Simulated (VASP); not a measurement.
A run of VASP 6.6.1 is set up as follows.

File INCAR:

```
SYSTEM = Ca
  PREC = Accurate
  ENCUT = 520
  EDIFF = 1E-6
  ISMEAR = 0
  SIGMA = 0.15
  LREAL = .FALSE.
  LASPH = .TRUE.
  NELM = 60
  ALGO = Normal
  ISIF = 2
  LWAVE = .FALSE.
  LCHARG = .TRUE.
  GGA = PE
  LELF = .TRUE.
  LVHAR = .TRUE.
  NBANDS = 11
```

File KPOINTS:

```
Automatic mesh
0
G
  14 14 14
  0 0 0
```

The input POSCAR:

```
Ca
1.0
    0.0000000000      2.7942000000      2.7942000000
    2.7383160000      0.0000000000      2.7942000000
    2.7383160000      2.7942000000      0.0000000000
Ca
1
Direct
    0.0000000000      0.0000000000      0.0000000000
```

Potentials or basis: VASP PAW PBE potentials, release 64 (Ca_sv).

Run with:

```sh
$ cat potpaw_PBE.64/Ca_sv/POTCAR > POTCAR
$ mpirun -np 1 vasp_std > vasp.out
```

Estimate the pressure.

-0.2 GPa.

Estimate the band gap on the k mesh.

zero (band 5 reaches 2.07 eV, above the bottom of band 6 at 1.74 eV).

Stress tensor (GPa, compression positive):
```
-0.14  0.00  0.00
 0.00 -0.28  0.00
 0.00  0.00 -0.28
```

Caveat: the cell differs from its parent crystal (strain -0.0200 x Voigt [1, 0, 0, 0, 0, 0]).
